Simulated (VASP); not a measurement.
Runs of VASP 6.6.1 on W. The structure is that of space group Fd-3m (No. 227), or close to it. The cells are those of the table. 

| task | cell | gap on the mesh (eV) | pressure (GPa) |
| --- | --- | --- | --- |
| relaxation of cell and atoms | relaxed to 88 GPa from a = 3.626 Å, angles 60.0°, 2 atoms | none | 88.0 |
| single point | a = 3.626 Å, angles 60.0°, 2 atoms | none | 93.8 |
| relaxation of cell and atoms | relaxed to 88 GPa from a = 3.504 Å, angles 60.0°, 2 atoms | none | 88.0 |
| single point | a = 3.625 Å, angles 60.0°, 2 atoms | none | (a) |

Alike in all rows: level PBEsol; potentials or basis VASP PAW PBE potentials, release 64 (W_sv); no spin polarisation; k mesh 13 × 13 × 13; cutoff (eV) 500; smearing fermi-dirac 0.1 eV.

Estimate the missing entries.

(a) 94.3.

Caveats: the PAW data sets were made with another functional, which shifts forces and pressure a little; spin-orbit coupling is left out, which moves the levels of the heavy elements; the cell is relaxed towards a set pressure, so the enthalpy falls and the energy may rise (some runs).

A k mesh can miss the band edges, and the runs leave out spin-orbit coupling on W.

A gap of «none» marks levels without a gap at the run's occupations.
